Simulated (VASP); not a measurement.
A run of VASP 6.6.1:

Contents of INCAR:

```
  ALGO = Normal
  EDIFF = 1E-6
  ENCUT = 600
  GGA = PE
  GGA_COMPAT = F
  ISIF = 2
  ISMEAR = 0
  LASPH = T
  LCHARG = T
  LELF = T
  LREAL = F
  LVHAR = T
  LWAVE = F
  NBANDS = 52
  NELM = 120
  PREC = Accurate
  SIGMA = 0.1
```

File KPOINTS:

```
k-points
0
Gamma
  6 6 4
```

Contents of POSCAR:

```
MgZnS
1.0
    5.1023389185      0.0000000000      0.0000000000
    0.0000000000      5.1023389185      0.0000000000
    0.0000000000      0.0000000000      8.2308684261
Mg Zn S
4 4 4
Direct
    0.2509664153      0.7509664153      0.3347715250
    0.7490335847      0.2490335847      0.3347715250
    0.7509664153      0.7490335847      0.6652284750
    0.2490335847      0.2509664153      0.6652284750
    0.3159306598      0.1840693402      0.0326260484
    0.6840693402      0.8159306598      0.0326260484
    0.8159306598      0.3159306598      0.9673739516
    0.1840693402      0.6840693402      0.9673739516
    0.2489915059      0.2510084941      0.3395156521
    0.7510084941      0.7489915059      0.3395156521
    0.2510084941      0.7510084941      0.6604843479
    0.7489915059      0.2489915059      0.6604843479
```

Potentials or basis: VASP PAW PBE potentials, release 64 (Mg, Zn, S).

Run with:

```console
$ cat potpaw_PBE.64/Mg/POTCAR potpaw_PBE.64/Zn/POTCAR potpaw_PBE.64/S/POTCAR > POTCAR
$ mpirun -np 1 vasp_std > vasp.out
```

Hardware: 1 thread of AMD EPYC 9R45 96-Core Processor (Zen 5), with other jobs on the host.

How long does it take, and how much memory?

It took 5.1 min on 1 thread of AMD EPYC 9R45 96-Core Processor (Zen 5), with other jobs on the host, peak memory 0.53 GiB. Counts: scf iterations 14, k points 30.
